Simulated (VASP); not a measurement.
Wanted: the native input for a VASP 6.6.1 run.

```yaml
Task: single point
Functional: PBE
Potentials_or_basis: VASP PAW PBE potentials, release 64 (Zn)
Cutoff: 520 eV
k_mesh: 13 × 13 × 7
Occupations: fermi-dirac, width 0.1 eV
Spin: no spin polarisation
Dipole_correction: no
Further_INCAR_settings: ALGO = Normal; EDIFF = 1e-07; NBANDS = 19
```

The structure of Zn lies in POSCAR:

```
Zn
1.0
    2.6556371459      0.0000000000      0.0000000000
   -1.3278185730      2.2998492316      0.0000000000
    0.0000000000      0.0000000000      4.9624610753
Zn
2
Direct
    0.3333333333      0.6666666667      0.2500000000
    0.6666666667      0.3333333333      0.7500000000
```

One way to write it, as run:

INCAR

```
ALGO = Normal ; EDIFF = 1E-7
ENCUT = 520 ; GGA = PE
ISIF = 2 ; ISMEAR = -1
LASPH = T ; LCHARG = F
LREAL = F ; LWAVE = F
NBANDS = 19 ; NELM = 60
PREC = Accurate ; SIGMA = 0.1
```

KPOINTS

```
k-points
0
Gamma
  13 13 7
```

Potentials or basis: VASP PAW PBE potentials, release 64 (Zn).

Launch:

```console
$ cat potpaw_PBE.64/Zn/POTCAR > POTCAR
$ mpirun -np 1 vasp_std > vasp.out
```

It gave:

The pressure is 0.4 GPa and the band gap on the k mesh is zero (band 12 reaches 4.24 eV, above the bottom of band 13 at 0.02 eV).

Run time: 21 s on 1 thread of Intel(R) Xeon(R) 6975P-C (Granite Rapids), with other jobs on the host, peak memory 0.16 GiB.
